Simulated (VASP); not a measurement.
Input of a VASP 6.6.1 run:

File INCAR:

```
PREC = Accurate
ENCUT = 520
EDIFF = 1E-6
ISMEAR = 0
SIGMA = 0.1
LREAL = False
LASPH = True
NELM = 80
ALGO = Normal
ISIF = 2
LWAVE = False
LCHARG = False
GGA = CA
NBANDS = 13
```

Contents of KPOINTS:

```
Automatic mesh
0
Gamma
  16 16 16
```

Contents of POSCAR:

```
Mo
1.0
   -1.5554614235      1.5554614235      1.5554614235
    1.5554614235     -1.5554614235      1.5554614235
    1.5554614235      1.5554614235     -1.5554614235
Mo
1
Direct
    0.0000000000      0.0000000000      0.0000000000
```

Potentials or basis: VASP PAW LDA potentials, release 64 (Mo_sv).

Run with:

```bash
$ cat potpaw_LDA.64/Mo_sv/POTCAR > POTCAR
$ mpirun -np 1 vasp_std > vasp.out
```

Q: What does it give for the band gap on the k mesh?

A: Zero (band 7 reaches 17.32 eV, above the bottom of band 8 at 11.64 eV).

Q: Estimate the pressure.

A: 1.2 GPa.
